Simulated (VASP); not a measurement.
Ir: single point with PBEsol

Ir:

```
CELL_PARAMETERS angstrom
1.97252 1.97252 0.00000
-1.97252 1.97252 0.00000
0.00000 0.00000 3.74156
ATOMIC_POSITIONS crystal
Ir 0.00000 0.00000 0.00000
Ir 0.50000 0.50000 0.50000
```

This cell differs from its parent crystal: biaxial strain in the a-b plane: +3.0 %, then relaxed in part.

```json
{
  "Program": "VASP 6.6.1",
  "Task": "single point",
  "Functional": "PBEsol",
  "Potentials or basis": "VASP PAW PBE potentials, release 64 (Ir)",
  "Cutoff": "520 eV",
  "k mesh": "20 × 20 × 14",
  "Occupations": "gaussian, width 0.1 eV",
  "Spin": "no spin polarisation",
  "Dipole correction": "no",
  "Further INCAR settings": "ALGO = Fast; EDIFF = 1e-07; NBANDS = 16"
}
```

```
Pressure               : -11.2 GPa
Band gap on the k mesh : zero (bands 9 and 10 overlap by 3.61 eV)
```

Stress tensor (GPa, compression positive):
```
-17.23   0.00   0.00
  0.00 -17.23   0.00
  0.00   0.00   0.73
```

Levels at points of the mesh, in eV from the Fermi level:
| k point | band 6 | band 7 | band 8 | band 9 | band 10 | band 11 | band 12 | band 13 |
| --- | --- | --- | --- | --- | --- | --- | --- | --- |
| (0.00, 0.00, 0.00) | -3.27 | -1.56 | -0.72 | 0.82 | 1.45 | 1.45 | 2.43 | 10.91 |
| (0.50, 0.00, 0.00) | -4.37 | -2.42 | -2.42 | -1.45 | -1.45 | 2.37 | 2.37 | 12.13 |
| (0.50, 0.50, 0.00) | 0.83 | 1.08 | 1.08 | 1.32 | 1.32 | 1.70 | 1.70 | 9.65 |
| (0.00, 0.00, 0.50) | -2.50 | -1.97 | -1.97 | -1.97 | -1.97 | -0.47 | -0.47 | 17.54 |
| (0.50, 0.00, 0.50) | -3.43 | -0.71 | -0.71 | 0.67 | 0.67 | 1.07 | 1.07 | 6.99 |
| (0.50, 0.50, 0.50) | -4.70 | -1.52 | -1.52 | 1.09 | 1.09 | 7.30 | 7.30 | 9.01 |

It took 92 s on 1 thread of Intel(R) Xeon(R) 6975P-C (Granite Rapids), with other jobs on the host, peak memory 0.31 GiB.

Caveat: the cell differs from its parent crystal (biaxial strain in the a-b plane: +3.0 %, then relaxed in part); the cell stands under tension; the PAW data sets were made with another functional, which shifts forces and pressure a little; spin-orbit coupling is left out, which moves the levels of the heavy elements.
